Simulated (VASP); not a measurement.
# Au (I4/mmm) in VASP: a series of runs, part 2 of 2

VASP 6.6.1.

**3. Single point, r2SCAN (strain +0.000 along x and y, -0.040 along z)**

File POSCAR:

```
Au
1.0
   -1.6572690000      1.6572690000      1.5909782400
    1.6572690000     -1.6572690000      1.5909782400
    1.6572690000      1.6572690000     -1.5909782400
Au
1
Direct
    0.0000000000      0.0000000000      0.0000000000
```

File INCAR.step1:

```
SYSTEM = Au
ALGO = Normal
EDIFF = 1E-4
ENCUT = 520
GGA = PE
ISMEAR = 0
LASPH = .TRUE.
LCHARG = .FALSE.
LREAL = .FALSE.
LWAVE = .TRUE.
NBANDS = 12
NELM = 60
PREC = Accurate
SIGMA = 0.15
```

File INCAR.step2:

```
SYSTEM = Au
ALGO = Normal
EDIFF = 1E-6
ENCUT = 520
ISIF = 2
ISMEAR = 0
ISTART = 1
LASPH = .TRUE.
LCHARG = .FALSE.
LMIXTAU = .TRUE.
LREAL = .FALSE.
LWAVE = .FALSE.
METAGGA = R2SCAN
NBANDS = 12
NELM = 60
PREC = Accurate
SIGMA = 0.15
```

File KPOINTS:

```
k-points
0
G
  24 24 24
  0 0 0
```

Potentials or basis: VASP PAW PBE potentials, release 64 (Au).

Started as:

```bash
$ cat potpaw_PBE.64/Au/POTCAR > POTCAR
$ cp INCAR.step1 INCAR
$ mpirun -np 1 vasp_std > vasp.out
$ cp INCAR.step2 INCAR
$ mpirun -np 1 vasp_std > vasp.out
```

OUTCAR:

```text
SYSTEM = Au
   EDIFF = 1E-6
   ENCUT = 520
   ISIF = 2
   ISMEAR = 0
   ISTART = 1
   LASPH = .TRUE.
   LREAL = .FALSE.
   METAGGA = R2SCAN
   NELM = 60
   PREC = Accurate

 ion  position               nearest neighbor table
   1  0.000  0.000  0.000-

  LATTYP: Found a body centered tetragonal cell.
 ALAT       =     3.3145380000
 C/A-ratio  =     0.9600000000

  Lattice vectors:

 A1 = (  -1.6572690000,   1.6572690000,   1.5909782400)
 A2 = (   1.6572690000,  -1.6572690000,   1.5909782400)
 A3 = (   1.6572690000,   1.6572690000,  -1.5909782400)

Analysis of symmetry for initial positions (statically):
=====================================================================
 Subroutine PRICEL returns:
 Original cell was already a primitive cell.

 Routine SETGRP: Setting up the symmetry group for a
 body centered tetragonal supercell.

 Subroutine GETGRP returns: Found 16 space group operations
 (whereof 16 operations were pure point group operations)
 out of a pool of 16 trial point group operations.

The static configuration has the point symmetry D_4h.

Analysis of symmetry for dynamics (positions and initial velocities):
=====================================================================
 Subroutine PRICEL returns:
 Original cell was already a primitive cell.

 Routine SETGRP: Setting up the symmetry group for a
 body centered tetragonal supercell.

 Subroutine GETGRP returns: Found 16 space group operations
 (whereof 16 operations were pure point group operations)
 out of a pool of 16 trial point group operations.

The dynamic configuration has the point symmetry D_4h.

 Subroutine INISYM returns: Found 16 space group operations
 (whereof 16 operations are pure point group operations),
 and found     1 'primitive' translations

----------------------------------------------------------------------------------------

                                     Primitive cell

  volume of cell :      17.4787

  direct lattice vectors                    reciprocal lattice vectors
    -1.657269000  1.657269000  1.590978240     0.000000000  0.301701172  0.314272054
     1.657269000 -1.657269000  1.590978240     0.301701172  0.000000000  0.314272054
     1.657269000  1.657269000 -1.590978240     0.301701172  0.301701172  0.000000000

  length of vectors
     2.832718277  2.832718277  2.832718277     0.435649540  0.435649540  0.426669890

  position of ions in fractional coordinates (direct lattice)
     0.000000000  0.000000000  0.000000000

  ion indices of the primitive-cell ions
   primitive index   ion index
                 1           1

----------------------------------------------------------------------------------------

 KPOINTS: k-points

Automatic generation of k-mesh.
 Grid dimensions read from file:
 generate k-points for:   24   24   24

 Generating k-lattice:

  Cartesian coordinates                     Fractional coordinates (reciprocal lattice)
     0.000000000  0.012570882  0.013094669     0.041666667  0.000000000  0.000000000
     0.012570882  0.000000000  0.013094669     0.000000000  0.041666667  0.000000000
     0.012570882  0.012570882  0.000000000     0.000000000  0.000000000  0.041666667

  Length of vectors
     0.018152064  0.018152064  0.017777912

  Shift w.r.t. Gamma in fractional coordinates (k-lattice)
     0.000000000  0.000000000  0.000000000

 Subroutine IBZKPT returns following result:
 ===========================================

 Found   1063 irreducible k-points:

 Following reciprocal coordinates:
            Coordinates               Weight
  0.000000  0.000000  0.000000      1.000000
  0.041667  0.000000 -0.000000      8.000000
  0.083333  0.000000 -0.000000      8.000000
  0.125000  0.000000 -0.000000      8.000000
  0.166667  0.000000 -0.000000      8.000000
  0.208333 -0.000000  0.000000      8.000000
[... 16 lines left out ...]
  0.416667  0.041667 -0.000000     16.000000
  0.458333  0.041667 -0.000000     16.000000
 [... further k-points ...]
   k-points           NKPTS =   1063   k-points in BZ     NKDIM =   1063   number of bands    NBANDS=     12
   number of dos      NEDOS =    301   number of ions     NIONS =      1
   total plane-waves  NPLWV =  13824
   dimension x,y,z NGX =    24 NGY =   24 NGZ =   24
   dimension x,y,z NGXF=    48 NGYF=   48 NGZF=   48
   ions per type =               1
   NGX,Y,Z   is equivalent  to a cutoff of  14.09, 14.09, 14.09 a.u.
   NGXF,Y,Z  is equivalent  to a cutoff of  28.17, 28.17, 28.17 a.u.
 SYSTEM =  Au
   PREC   = accura    normal or accurate (medium, high low for compatibility)
   ISTART =      1    job   : 0-new  1-cont  2-samecut
   ICHARG =      0    charge: 1-file 2-atom 10-const
   ISPIN  =      1    spin polarized calculation?
   LNONCOLLINEAR =      F non collinear calculations
   LSORBIT =      F    spin-orbit coupling
   LASPH  =      T    aspherical Exc in radial PAW
   ENCUT  =  520.0 eV  38.22 Ry    6.18 a.u.   5.27  5.27  5.27*2*pi/ulx,y,z
   NELM   =     60;   NELMIN=  2; NELMDL=  0     # of ELM steps
   EDIFF  = 0.1E-05   stopping-criterion for ELM
   LREAL  =      F    real-space projection
   EDIFFG = 0.1E-04   stopping-criterion for IOM
   NSW    =      0    number of steps for IOM
   IBRION =     -1    ionic relax: 0-MD 1-quasi-New 2-CG
   NFREE  =      0    steps in history (QN), initial steepest desc. (CG)
   ISIF   =      2    stress and relaxation
   ISYM   =      2    0-nonsym 1-usesym 2-fastsym
   POTIM  = 0.5000    time-step for ionic-motion
   TEBEG  =    0.0;   TEEND  =   0.0 temperature during run
   PSTRESS=    0.0 pullay stress
   NELECT =      11.0000    total number of electrons
   NUPDOWN=      -1.0000    fix difference up-down
   EMIN   =  10.00;   EMAX   =-10.00  energy-range for DOS
   EFERMI =   0.00;   METHOD = LEGACY
   ISMEAR =     0;   SIGMA  =   0.15  broadening in eV -4-tet -1-fermi 0-gaus
   EFERMI_NEDOS =   21; number of points for ismear=-14 and -15
   IALGO  =     38    algorithm
   IMIX   =      4    mixing-type and parameters
     AMIX     =   0.40;   BMIX     =  1.00
     AMIX_MAG =   1.60;   BMIX_MAG =  1.00
  volume/ion in A,a.u.               =      17.48       117.95
  Fermi-wavevector in a.u.,A,eV,Ry     =   1.402929  2.651151 26.779114  1.968209
  Thomas-Fermi vector in A             =   2.525642
   LORBIT       =      0    0 simple, 1 ext, 2 COOP (PROOUT), +10 PAW based schemes
   METAGGA = R2SCAN    functional components
   LHFCALC =     F    Hartree Fock is set to
   AEXX    =    0.0000 exact exchange contribution
   IVDW    =     0    specifies the selected vdW correction
   LEPSILON=     F    determine dielectric tensor
   LRPA    =     F    only Hartree local field effects (RPA)
 non-spin polarized calculation
 Gauss-broadening in eV      SIGMA  =   0.15
  energy-cutoff  :      520.00
  volume of cell :       17.48
 maximum number of plane-waves:       484
 NGX is ok and might be reduce to    24
   NGX = 11   NGY = 11   NGZ = 11

 number of electron      11.0000001 magnetization

 Free energy of the ion-electron system (eV)
  ---------------------------------------------------
  ext. energy  EPLUGINS =         0.00000000
  ---------------------------------------------------
  free energy    TOTEN  =       -50.57646609 eV

  energy without entropy =      -50.57354713  energy(sigma->0) =      -50.57500661

 E-fermi :   8.9770     XC(G=0): -13.4457

 val. band max:        8.9677242249   @ k =  -0.3333   0.3750   0.2917
 cond. band min:       8.9770610554   @ k =  -0.1250  -0.4167   0.0833
 fundamental gap:      0.0093368304
 Fermi energy:         8.9769624066

 k-point     1 :       0.0000    0.0000    0.0000
  band No.  band energies     occupation
      1      -0.8879      2.00000
      2       3.7408      2.00000
      3       4.0106      2.00000
      4       4.0106      2.00000
      5       5.6412      2.00000
      6       5.9575      2.00000
      7      26.0773      0.00000
      8      26.0773      0.00000
      9      26.8664      0.00000
     10      33.2988      0.00000
     11      33.2988      0.00000
     12      34.6916      0.00000
[... 331 lines left out ...]
 k-point    24 :       0.4583    0.0417   -0.0000
  band No.  band energies     occupation
      1       1.6774      2.00000
      2       2.7705      2.00000
      3       5.6734      2.00000
      4       6.0849      2.00000
      5       7.1557      2.00000
      6       8.8080      1.88880
      7      12.7348      0.00000
      8      21.7929      0.00000
      9      22.7996      0.00000
     10      31.0585      0.00000
     11      31.5663      0.00000
     12      33.0548      0.00000

 [... further k-points ...]
[... 5 lines left out ...]
  --------------------------------------------------------------------------------------
  -------------------------------------------------------------------------------------
  Total        0.1575779      0.1575779      0.1133439      0.0000000      0.0000000      0.0000000
  in kB       14.4442679     14.4442679     10.3895884      0.0000000      0.0000000      0.0000000
  external PRESSURE =      13.0927081 kB  Pullay stress =       0.0000000 kB

 VOLUME and BASIS-vectors are now :
 -----------------------------------------------------------------------------
  energy-cutoff  :      520.00
  volume of cell :       17.48
      direct lattice vectors                 reciprocal lattice vectors
    -1.657269000  1.657269000  1.590978240     0.000000000  0.301701172  0.314272054
     1.657269000 -1.657269000  1.590978240     0.301701172  0.000000000  0.314272054
     1.657269000  1.657269000 -1.590978240     0.301701172  0.301701172  0.000000000

 POSITION                                       TOTAL-FORCE (eV/Angst)
 -----------------------------------------------------------------------------------
      0.00000      0.00000      0.00000         0.000000     -0.000000      0.000000
 -----------------------------------------------------------------------------------
    total drift:                               -0.000000      0.000000      0.000000

  FREE ENERGIE OF THE ION-ELECTRON SYSTEM (eV)
  ---------------------------------------------------
  free  energy   TOTEN  =       -50.5764660876 eV

  energy  without entropy=      -50.5735471285  energy(sigma->0) =      -50.57500661
```

OUTCAR.step1:

```text
SYSTEM = Au
   EDIFF = 1E-4
   ENCUT = 520
   GGA = PE
   ISMEAR = 0
   LASPH = .TRUE.
[... 579 lines left out ...]
 -----------------------------------------------------------------------------------
      0.00000      0.00000      0.00000         0.000000      0.000000      0.000000
 -----------------------------------------------------------------------------------
    total drift:                               -0.000000      0.000000      0.000000

  FREE ENERGIE OF THE ION-ELECTRON SYSTEM (eV)
  ---------------------------------------------------
  free  energy   TOTEN  =        -3.1958128151 eV

  energy  without entropy=       -3.1930122903  energy(sigma->0) =       -3.19441255
```

Wall time 10 min (1 thread of AMD EPYC 9R45 (Zen 5), shared host); peak memory 0.3 GiB.

Results:

- Free energy: -50.5765 eV
- Pressure: 1.3 GPa
- Band gap on the k mesh: zero (an odd number of electrons rules out a gap without spin polarisation)

Caveat: the cell differs from its parent crystal (strain +0.000 along x and y, -0.040 along z); the PAW data sets were made with another functional, which shifts forces and pressure a little; spin-orbit coupling is left out, which moves the levels of the heavy elements.
